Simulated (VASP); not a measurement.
Runs of VASP 6.6.1 on GaN. The structure is that of space group F-43m (No. 216), or close to it. The cells are those of the table. 

```tsv
level	spin	cell	k mesh	cutoff (eV)	smearing	mended	grid for exact exchange (PRECFOCK)	share of exact exchange	screening parameter	gap on the mesh (eV)	pressure (GPa)
PBE	non-collinear, zero start, SOC	a = 3.216 Å, angles 60.0°, 2 atoms	15 × 15 × 15	600	gaussian 0.02 eV	yes	-	-	-	-	0.0
HSE06	off	a = 3.216 Å, angles 60.0°, 2 atoms	6 × 6 × 6	520	gaussian 0.02 eV	-	Normal	0.25	0.2079 1/Å	(b)	-6.2
PBE	off	a = 3.216 Å, angles 60.0°, 2 atoms	10 × 10 × 10	520	gaussian 0.05 eV	-	-	-	-	1.55	0.1
PBE0	off	a = 3.216 Å, angles 60.0°, 2 atoms	6 × 6 × 6	520	gaussian 0.02 eV	-	Normal	0.25	-	(a)	-6.4
PBE	off	a = 3.210 Å, angles 60.0°, 2 atoms	15 × 15 × 15	600	gaussian 0.01 eV	yes	-	-	-	1.58	0.9
PBE	off	a = 3.216 Å, angles 60.0°, 2 atoms	12 × 12 × 12	520	gaussian 0.05 eV	-	-	-	-	1.55	0.1
```

Alike in all rows: task single point; potentials or basis VASP PAW PBE potentials, release 64 (Ga_d, N).

Question: Estimate the missing entries.

Answer: (a) 3.49; (b) 2.77.

Caveats: the cell stands under tension (at least some runs); the PAW data sets were made with another functional, which shifts forces and pressure a little (at least some runs); an odd mesh through Γ misses points on the zone boundary, where band edges can lie (at least some runs).

A k mesh can miss the band edges, and rows without SOC leave out spin-orbit coupling on Ga.
